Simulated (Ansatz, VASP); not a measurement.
## One calculation of Ag, two programs

Contents of POSCAR:

```
Ag
1.0
    0.0000000000      2.0427500000      2.0427500000
    2.0427500000      0.0000000000      2.0427500000
    2.0427500000      2.0427500000      0.0000000000
Ag
1
Direct
    0.0000000000      0.0000000000      0.0000000000
```

The input INCAR.step1:

```
  PREC = Accurate
  ENCUT = 520
  ISMEAR = -1
  SIGMA = 0.05
  LREAL = F
  LASPH = T
  NELM = 60
  NBANDS = 12
  GGA = PE
  ALGO = Normal
  EDIFF = 1E-4
  LWAVE = T
  LCHARG = F
```

The input INCAR.step2:

```
  PREC = Accurate
  ENCUT = 520
  EDIFF = 1E-6
  ISMEAR = -1
  SIGMA = 0.05
  LREAL = F
  LASPH = T
  NELM = 60
  ALGO = Normal
  ISIF = 2
  LWAVE = F
  LCHARG = F
  METAGGA = R2SCAN
  LMIXTAU = T
  NBANDS = 12
  ISTART = 1
```

Contents of KPOINTS:

```
Automatic mesh
0
Gamma
  6 6 6
```

File input.yaml:

```yaml
crystal:
  lattice:
    - [0.0, 2.04275, 2.04275]
    - [2.04275, 0.0, 2.04275]
    - [2.04275, 2.04275, 0.0]
  atoms:
    - { symbol: Ag, position: [0.0, 0.0, 0.0] }
hamiltonian:
  xc: r2scan
  pseudopotentials: { kind: paw }
kpoints:
  mp_grid: { grid: [6, 6, 6] }
scf:
  occupations: { method: fermi_dirac, width: 0.05 }
  n_extra_bands: 6
output:
  forces: true
  stress: true
  eigenvalues: true
  dos: { projected: true, de: 0.05, nscf_kmesh: { grid: [9, 9, 9] } }
```

Alike in both runs: functional r2SCAN; k mesh 6 × 6 × 6; occupations fermi-dirac, width 0.05 eV; no spin polarisation.

```csv
,VASP,Ansatz
version,VASP 6.6.1,Ansatz 0.2.0
potentials or method,"VASP PAW PBE potentials, release 64 (Ag)",Ansatz PAW
plane-wave cutoff (eV),520,500
valence electrons in the cell,11,19
task,single point,projected density of states
```

VASP gave:

| Property | Result |
| --- | --- |
| gap on the k mesh at the Fermi level (eV) | none |
| pressure (GPa) | 2.4 |

What did Ansatz give for the same quantities?

gap on the k mesh at the Fermi level (eV): none; pressure (GPa): 2.3.

VASP's potentials were made for PBE, not for r2SCAN. A gap of «none» marks a metal or a gap that the smearing closes. VASP's potentials hold 11 valence electrons a cell and Ansatz's 19, so a difference there can come from the potentials and not from the codes.

The k mesh is coarse, so the values compare programs but aren't converged.
